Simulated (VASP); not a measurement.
# Sn2GeSe3 (P-3m1) in VASP: notebook

Runs on Sn2GeSe3. Level: PBE. Tasks: single point.

Program: VASP 6.6.1. These are calculated values, not measurements. Logs are shortened: lines on timing, memory, paths and dates and some standing lists are left out, and cuts for length are marked.

## (1) The cell of the first run

Symmetry: P-3m1, No. 164, trigonal system. Conventional cell: a = 4.265 Å, b = 4.265 Å, c = 10.582 Å, α = 90.00°, β = 90.00°, γ = 120.00°. Sn (site symmetry 3m) has 6 Se at 3.07 to 3.08 Å within 4.0 Å. Within 3.9 Å of Ge (site symmetry -3m) lie 6 Se at 2.94 Å. Within 4.1 Å of Se (site symmetry 3m) lie 3 Ge at 2.94 Å and 3 Sn at 3.08 Å and 3 Se at 4.05 Å. Se (site symmetry -3m) has 6 Sn at 3.07 Å within 4.0 Å.

The cell was generated, and may not be a known phase.

## (2) Single point, PBE

File INCAR:

```
PREC = Accurate
ENCUT = 520
EDIFF = 1E-6
ISMEAR = 0
SIGMA = 0.1
LREAL = False
LASPH = True
NELM = 80
ALGO = Normal
ISIF = 2
LWAVE = False
LCHARG = False
GGA = PE
NBANDS = 39
```

File KPOINTS:

```
regular mesh
0
Gamma
  6 6 2
```

File POSCAR:

```
Sn2GeSe3
1.0
    4.2645467100      0.0000000000      0.0000000000
   -2.1322733500      3.6932057800      0.0000000000
    0.0000000000      0.0000000000     10.5820147700
Sn Ge Se
2 1 3
Direct
    0.3333333300      0.6666666700      0.8271350300
    0.6666666700      0.3333333300      0.1728649700
    0.0000000000      0.0000000000      0.5000000000
    0.3333333300      0.6666666700      0.3480919900
    0.6666666700      0.3333333300      0.6519080100
    0.0000000000      0.0000000000      0.0000000000
```

Potentials or basis: VASP PAW PBE potentials, release 64 (Sn_d, Ge_d, Se).

On the command line:

```bash
cat potpaw_PBE.64/Sn_d/POTCAR potpaw_PBE.64/Ge_d/POTCAR potpaw_PBE.64/Se/POTCAR > POTCAR
mpirun -np 1 vasp_std > vasp.out
```

OUTCAR:

```text
PREC = Accurate
   ENCUT = 520
   EDIFF = 1E-6
   ISMEAR = 0
   LREAL = False
   LASPH = True
   NELM = 80
   ISIF = 2
   GGA = PE

 ion  position               nearest neighbor table
   1  0.333  0.667  0.827-   6 3.07   6 3.07   6 3.07   5 3.08   5 3.08   5 3.08
   2  0.667  0.333  0.173-   6 3.07   6 3.07   6 3.07   4 3.08   4 3.08   4 3.08
   3  0.000  0.000  0.500-
   4  0.333  0.667  0.348-   2 3.08   2 3.08   2 3.08
   5  0.667  0.333  0.652-   1 3.08   1 3.08   1 3.08
   6  0.000  0.000  0.000-   1 3.07   2 3.07   1 3.07   2 3.07   2 3.07   1 3.07

  LATTYP: Found a hexagonal cell.
 ALAT       =     4.2645467100
 C/A-ratio  =     2.4813926285

  Lattice vectors:

 A1 = (   4.2645467100,   0.0000000000,   0.0000000000)
 A2 = (  -2.1322733500,   3.6932057800,   0.0000000000)
 A3 = (   0.0000000000,   0.0000000000,  10.5820147700)

Analysis of symmetry for initial positions (statically):
=====================================================================
 Subroutine PRICEL returns:
 Original cell was already a primitive cell.

 Routine SETGRP: Setting up the symmetry group for a
 hexagonal supercell.

 Subroutine GETGRP returns: Found 12 space group operations
 (whereof 12 operations were pure point group operations)
 out of a pool of 24 trial point group operations.

The static configuration has the point symmetry D_3d.

Analysis of symmetry for dynamics (positions and initial velocities):
=====================================================================
 Subroutine PRICEL returns:
 Original cell was already a primitive cell.

 Routine SETGRP: Setting up the symmetry group for a
 hexagonal supercell.

 Subroutine GETGRP returns: Found 12 space group operations
 (whereof 12 operations were pure point group operations)
 out of a pool of 24 trial point group operations.

The dynamic configuration has the point symmetry D_3d.

 Subroutine INISYM returns: Found 12 space group operations
 (whereof 12 operations are pure point group operations),
 and found     1 'primitive' translations

----------------------------------------------------------------------------------------

                                     Primitive cell

  volume of cell :     166.6651

  direct lattice vectors                    reciprocal lattice vectors
     4.264546710  0.000000000  0.000000000     0.234491511  0.135383737  0.000000000
    -2.132273350  3.693205780  0.000000000     0.000000000  0.270767474  0.000000000
     0.000000000  0.000000000 10.582014770     0.000000000  0.000000000  0.094499963

  length of vectors
     4.264546710  4.264546702 10.582014770     0.270767473  0.270767474  0.094499963

  position of ions in fractional coordinates (direct lattice)
     0.333333330  0.666666670  0.827135030
     0.666666670  0.333333330  0.172864970
     0.000000000  0.000000000  0.500000000
     0.333333330  0.666666670  0.348091990
     0.666666670  0.333333330  0.651908010
     0.000000000  0.000000000  0.000000000

  ion indices of the primitive-cell ions
   primitive index   ion index
                 1           1
                 2           2
                 3           3
                 4           4
                 5           5
                 6           6

----------------------------------------------------------------------------------------

 KPOINTS: regular mesh

Automatic generation of k-mesh.
 Grid dimensions read from file:
 generate k-points for:    6    6    2

 Generating k-lattice:

  Cartesian coordinates                     Fractional coordinates (reciprocal lattice)
     0.039081918  0.022563956  0.000000000     0.166666667  0.000000000  0.000000000
     0.000000000  0.045127912  0.000000000     0.000000000  0.166666667  0.000000000
     0.000000000  0.000000000  0.047249981     0.000000000  0.000000000  0.500000000

  Length of vectors
     0.045127912  0.045127912  0.047249981

  Shift w.r.t. Gamma in fractional coordinates (k-lattice)
     0.000000000  0.000000000  0.000000000

 Subroutine IBZKPT returns following result:
 ===========================================

 Found     14 irreducible k-points:

 Following reciprocal coordinates:
            Coordinates               Weight
  0.000000  0.000000  0.000000      1.000000
  0.166667 -0.000000  0.000000      6.000000
  0.333333 -0.000000  0.000000      6.000000
  0.500000  0.000000  0.000000      3.000000
  0.166667  0.166667  0.000000      6.000000
  0.333333  0.166667  0.000000     12.000000
  0.333333  0.333333  0.000000      2.000000
  0.000000  0.000000  0.500000      1.000000
  0.166667 -0.000000  0.500000      6.000000
  0.333333 -0.000000  0.500000      6.000000
  0.500000  0.000000  0.500000      3.000000
  0.166667  0.166667  0.500000      6.000000
  0.333333  0.166667  0.500000     12.000000
  0.333333  0.333333  0.500000      2.000000
   k-points           NKPTS =     14   k-points in BZ     NKDIM =     14   number of bands    NBANDS=     39
   number of dos      NEDOS =    301   number of ions     NIONS =      6
   total plane-waves  NPLWV =  81920
   dimension x,y,z NGX =    32 NGY =   32 NGZ =   80
   dimension x,y,z NGXF=    64 NGYF=   64 NGZF=  160
   ions per type =               2   1   3
   NGX,Y,Z   is equivalent  to a cutoff of  12.47, 12.47, 12.57 a.u.
   NGXF,Y,Z  is equivalent  to a cutoff of  24.95, 24.95, 25.14 a.u.
 SYSTEM =  unknown system
   PREC   = accura    normal or accurate (medium, high low for compatibility)
   ISTART =      0    job   : 0-new  1-cont  2-samecut
   ICHARG =      2    charge: 1-file 2-atom 10-const
   ISPIN  =      1    spin polarized calculation?
   LNONCOLLINEAR =      F non collinear calculations
   LSORBIT =      F    spin-orbit coupling
   LASPH  =      T    aspherical Exc in radial PAW
   ENCUT  =  520.0 eV  38.22 Ry    6.18 a.u.   7.93  7.93 19.68*2*pi/ulx,y,z
   NELM   =     80;   NELMIN=  2; NELMDL= -5     # of ELM steps
   EDIFF  = 0.1E-05   stopping-criterion for ELM
   LREAL  =      F    real-space projection
   EDIFFG = 0.1E-04   stopping-criterion for IOM
   NSW    =      0    number of steps for IOM
   IBRION =     -1    ionic relax: 0-MD 1-quasi-New 2-CG
   NFREE  =      0    steps in history (QN), initial steepest desc. (CG)
   ISIF   =      2    stress and relaxation
   ISYM   =      2    0-nonsym 1-usesym 2-fastsym
   POTIM  = 0.5000    time-step for ionic-motion
   TEBEG  =    0.0;   TEEND  =   0.0 temperature during run
   PSTRESS=    0.0 pullay stress
   NELECT =      60.0000    total number of electrons
   NUPDOWN=      -1.0000    fix difference up-down
   EMIN   =  10.00;   EMAX   =-10.00  energy-range for DOS
   EFERMI =   0.00;   METHOD = LEGACY
   ISMEAR =     0;   SIGMA  =   0.10  broadening in eV -4-tet -1-fermi 0-gaus
   EFERMI_NEDOS =   21; number of points for ismear=-14 and -15
   IALGO  =     38    algorithm
   IMIX   =      4    mixing-type and parameters
     AMIX     =   0.40;   BMIX     =  1.00
     AMIX_MAG =   1.60;   BMIX_MAG =  1.00
  volume/ion in A,a.u.               =      27.78       187.45
  Fermi-wavevector in a.u.,A,eV,Ry     =   1.164601  2.200776 18.453507  1.356294
  Thomas-Fermi vector in A             =   2.301137
   LORBIT       =      0    0 simple, 1 ext, 2 COOP (PROOUT), +10 PAW based schemes
   GGA     = PE    functional components
   LHFCALC =     F    Hartree Fock is set to
   AEXX    =    0.0000 exact exchange contribution
   IVDW    =     0    specifies the selected vdW correction
   LEPSILON=     F    determine dielectric tensor
   LRPA    =     F    only Hartree local field effects (RPA)
 non-spin polarized calculation
 Gauss-broadening in eV      SIGMA  =   0.10
  energy-cutoff  :      520.00
  volume of cell :      166.67
 maximum number of plane-waves:      4518
 NGX is ok and might be reduce to    32
   NGX = 15   NGY = 15   NGZ = 39

 number of electron      60.0000011 magnetization

 Free energy of the ion-electron system (eV)
  ---------------------------------------------------
  ext. energy  EPLUGINS =         0.00000000
  ---------------------------------------------------
  free energy    TOTEN  =       -24.73395377 eV

  energy without entropy =      -24.73024280  energy(sigma->0) =      -24.73209829

 E-fermi :   4.6914     XC(G=0):  -9.3919

 val. band max:        4.6845733149   @ k =   0.0000   0.0000   0.5000
 cond. band min:       4.7421534763   @ k =   0.5000   0.0000   0.5000
 fundamental gap:      0.0575801614
 Fermi energy:         4.6914280510

 k-point     1 :       0.0000    0.0000    0.0000
  band No.  band energies     occupation
      1     -20.4688      2.00000
      2     -20.4679      2.00000
      3     -20.4679      2.00000
      4     -20.4657      2.00000
      5     -20.4657      2.00000
      6     -17.1058      2.00000
[... 31 lines left out ...]
     38       8.5753      0.00000
     39       8.5753      0.00000

 k-point     2 :       0.1667   -0.0000    0.0000
  band No.  band energies     occupation
      1     -20.4686      2.00000
      2     -20.4683      2.00000
      3     -20.4678      2.00000
      4     -20.4658      2.00000
      5     -20.4652      2.00000
      6     -17.1073      2.00000
[... 31 lines left out ...]
     38       8.0532      0.00000
     39       8.3671      0.00000

 k-point     3 :       0.3333   -0.0000    0.0000
  band No.  band energies     occupation
      1     -20.4695      2.00000
      2     -20.4680      2.00000
      3     -20.4679      2.00000
      4     -20.4657      2.00000
      5     -20.4641      2.00000
      6     -17.1118      2.00000
[... 31 lines left out ...]
     38       8.8895      0.00000
     39       8.9058      0.00000

 k-point     4 :       0.5000    0.0000    0.0000
  band No.  band energies     occupation
      1     -20.4701      2.00000
      2     -20.4680      2.00000
      3     -20.4678      2.00000
      4     -20.4655      2.00000
      5     -20.4635      2.00000
      6     -17.1147      2.00000
[... 31 lines left out ...]
     38       9.5333      0.00000
     39       9.5399      0.00000
[... 334 lines left out ...]
     38       8.5420      0.00000
     39       8.9081      0.00000

 k-point    13 :       0.3333    0.1667    0.5000
  band No.  band energies     occupation
      1     -20.4696      2.00000
      2     -20.4683      2.00000
      3     -20.4676      2.00000
      4     -20.4654      2.00000
      5     -20.4639      2.00000
      6     -17.1112      2.00000
[... 31 lines left out ...]
     38       9.0220      0.00000
     39       9.5897      0.00000

 k-point    14 :       0.3333    0.3333    0.5000
  band No.  band energies     occupation
      1     -20.4690      2.00000
      2     -20.4690      2.00000
      3     -20.4674      2.00000
      4     -20.4647      2.00000
      5     -20.4647      2.00000
      6     -17.1083      2.00000
[... 31 lines left out ...]
     38       9.0810      0.00000
     39       9.0810      0.00000

------------------------ aborting loop because EDIFF is reached ----------------------------------------

  FORCE on cell =-STRESS in cart. coord.  units (eV):
  Direction    XX          YY          ZZ          XY          YZ          ZX
  --------------------------------------------------------------------------------------
  -------------------------------------------------------------------------------------
  Total       -3.1054750     -3.1054750     -3.3571121     -0.0000000      0.0000000      0.0000000
  in kB      -29.8534052    -29.8534051    -32.2724312     -0.0000000      0.0000000      0.0000000
  external PRESSURE =     -30.6597471 kB  Pullay stress =       0.0000000 kB

 VOLUME and BASIS-vectors are now :
 -----------------------------------------------------------------------------
  energy-cutoff  :      520.00
  volume of cell :      166.67
      direct lattice vectors                 reciprocal lattice vectors
     4.264546710  0.000000000  0.000000000     0.234491511  0.135383737  0.000000000
    -2.132273350  3.693205780  0.000000000     0.000000000  0.270767474  0.000000000
     0.000000000  0.000000000 10.582014770     0.000000000  0.000000000  0.094499963

 POSITION                                       TOTAL-FORCE (eV/Angst)
 -----------------------------------------------------------------------------------
     -0.00000      2.46214      8.75276         0.000000     -0.000000     -0.081392
      2.13227      1.23107      1.82926        -0.000000      0.000000      0.081392
      0.00000      0.00000      5.29101         0.000000      0.000000     -0.000000
     -0.00000      2.46214      3.68351         0.000000     -0.000000     -0.028201
      2.13227      1.23107      6.89850        -0.000000      0.000000      0.028201
      0.00000      0.00000      0.00000         0.000000      0.000000     -0.000000
 -----------------------------------------------------------------------------------
    total drift:                                0.000000      0.000000     -0.000000

  FREE ENERGIE OF THE ION-ELECTRON SYSTEM (eV)
  ---------------------------------------------------
  free  energy   TOTEN  =       -24.7339537748 eV

  energy  without entropy=      -24.7302427967  energy(sigma->0) =      -24.73209829
```

Run time: 75 s. Hardware: 1 thread of AMD EPYC 9R14 (Zen 4), shared host; peak memory 0.28 GiB.

What came out:

```
Free energy            : -24.7340 eV
Pressure               : -3.1 GPa
Largest force          : 0.081 eV/Å
Band gap on the k mesh : 0.06 eV (least direct gap 0.14 eV)
```

Forces in eV/Å, atoms in the order of the input:
```
Sn   0.000  0.000 -0.081
Sn   0.000  0.000  0.081
Ge   0.000  0.000  0.000
Se   0.000  0.000 -0.028
Se   0.000  0.000  0.028
Se   0.000  0.000  0.000
```

Caveat: the cell stands under tension; semilocal functionals underestimate gaps, and a narrow one can read as zero; spin-orbit coupling is left out, which moves the levels of the heavy elements. A k mesh can miss the band edges.

(Continued in part 2 of 2.)
